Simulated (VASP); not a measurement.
Input of a VASP 6.6.1 run:

Contents of INCAR:

```
PREC = Accurate
ENCUT = 600
EDIFF = 1E-6
ISMEAR = -1
SIGMA = 0.05
LREAL = F
LASPH = T
NELM = 60
ALGO = Normal
ISIF = 3
LWAVE = F
LCHARG = F
GGA = PE
IBRION = 2
NSW = 60
EDIFFG = -0.01
PSTRESS = 300.0
```

File KPOINTS:

```
regular mesh
0
Gamma
  11 11 11
```

POSCAR

```
TiC
1.0
    0.0000000000      2.1657188437      2.1657188437
    2.1657188437      0.0000000000      2.1657188437
    2.1657188437      2.1657188437      0.0000000000
Ti C
1 1
Direct
    0.0000000000      0.0000000000      0.0000000000
    0.5000000000      0.5000000000      0.5000000000
```

Potentials or basis: VASP PAW PBE potentials, release 64 (Ti_sv, C).

Run with:

```bash
$ cat potpaw_PBE.64/Ti_sv/POTCAR potpaw_PBE.64/C/POTCAR > POTCAR
$ mpirun -np 1 vasp_std > vasp.out
```

Task: What does it give for the space group after relaxing (to 0.05 Å)?

Result: Fm-3m (No. 225).

Task: Estimate the band gap on the k mesh.

Result: Zero (band 8 reaches 11.32 eV, above the bottom of band 9 at 10.18 eV).

Task: Predict the relaxed cell.

Result: a = 2.965 Å, b = 2.965 Å, c = 2.965 Å, α = 60.00°, β = 60.00°, γ = 60.00°.

Final structure:
```
CELL_PARAMETERS angstrom
0.00000 2.09657 2.09657
2.09657 0.00000 2.09657
2.09657 2.09657 0.00000
ATOMIC_POSITIONS crystal
Ti 0.00000 0.00000 0.00000
C 0.50000 0.50000 0.50000
```

Caveat: the cell is relaxed towards a set pressure, so the enthalpy falls and the energy may rise.
